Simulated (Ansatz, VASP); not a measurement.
## One calculation of Hf, two programs

The input INCAR:

```
ALGO = Normal
EDIFF = 1E-6
ENCUT = 520
GGA = PS
ISIF = 2
ISMEAR = -1
LASPH = True
LCHARG = False
LREAL = False
LWAVE = False
NBANDS = 17
NELM = 80
PREC = Accurate
SIGMA = 0.08
```

KPOINTS

```
k-points
0
Gamma
  12 12 7
```

Contents of POSCAR:

```
Hf
1.0
    1.5792252233     -2.7352983234      0.0000000000
    1.5792252233      2.7352983234      0.0000000000
    0.0000000000      0.0000000000      5.0018008146
Hf
2
Direct
    0.6666666670      0.3333333330      0.2500000000
    0.3333333330      0.6666666670      0.7500000000
```

Input for Ansatz:

```yaml
crystal:
  lattice:
    - [1.5792252233, -2.7352983234, 0.0]
    - [1.5792252233, 2.7352983234, 0.0]
    - [0.0, 0.0, 5.0018008146]
  atoms:
    - { symbol: Hf, position: [0.666666667, 0.333333333, 0.25] }
    - { symbol: Hf, position: [0.333333333, 0.666666667, 0.75] }
kpoints:
  mp_grid: { grid: [12, 12, 7] }
scf:
  occupations: { method: fermi_dirac, width: 0.08 }
hamiltonian:
  xc: pbesol
  pseudopotentials: { kind: all_electron, lapw: { basis_error: 0.001 } }
output:
  forces: true
  stress: true
  eigenvalues: true
```

Alike in both runs: task single point; functional PBEsol; k mesh 12 × 12 × 7; occupations fermi-dirac, width 0.08 eV; no spin polarisation.

```csv
,VASP,Ansatz
version,VASP 6.6.1,Ansatz 0.2.0
potentials or method,"VASP PAW PBE potentials, release 64 (Hf_pv), cutoff 520 eV","all-electron LAPW, scalar-relativistic"
```

|  | VASP | Ansatz | Ansatz less VASP |
| --- | --- | --- | --- |
| pressure (GPa) | -0.3 | 0.1 | +0.39 |
| traceless stress, the component that is largest in VASP (GPa) | -0.07 | 0.01 | +0.079 |

VASP's potentials were made for PBE, not for PBEsol. Ansatz ran all-electron here, and VASP with PAW potentials.

Neither program's run includes spin-orbit coupling.
